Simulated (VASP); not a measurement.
Crystal: W.

```
W
1.0
    -1.59000    1.59000    1.59000
     1.59000   -1.59000    1.59000
     1.59000    1.59000   -1.59000
W
1
Direct
  0.00000 0.00000 0.00000
```

| Item | Value |
| --- | --- |
| Program | VASP 6.6.1 |
| Task | relaxation of cell and atoms |
| Functional | LDA |
| Potentials or basis | VASP PAW LDA potentials, release 64 (W_sv) |
| Cutoff | 600 eV |
| k mesh | 32 × 32 × 32 |
| Occupations | gaussian, width 0.3 eV |
| Spin | no spin polarisation |

At the start: pressure -11.3 GPa; volume 16.08 Å³/atom.

Q: Where does the relaxation end?

A: Over 7 steps the energy falls by 21.0 meV/atom and the volume is 15.50 Å³/atom (-3.6 %); space group Im-3m (No. 229, to 0.1 Å) before and after.

Step by step:
```tsv
step	energy change (eV)	largest force (eV/Å)	pressure (GPa)	volume (Å³)
1	0.0000	0.0000	-11.32	16.08
2	0.2935	0.0000	58.63	13.58
3	-0.0209	0.0000	-0.71	15.54
4	-0.0210	0.0000	-0.13	15.51
5	-0.0210	0.0000	0.12	15.50
6	-0.0210	0.0000	-0.36	15.52
7	-0.0210	0.0000	-0.01	15.50
```

Final structure:
```yaml
crystal:
  lattice:
    - [-1.57080, 1.57080, 1.57080]
    - [1.57080, -1.57080, 1.57080]
    - [1.57080, 1.57080, -1.57080]
  atoms:
    - { symbol: W, position: [0.00000, 0.00000, 0.00000] }
```

Caveat: so wide a smearing shifts energies and pressures.
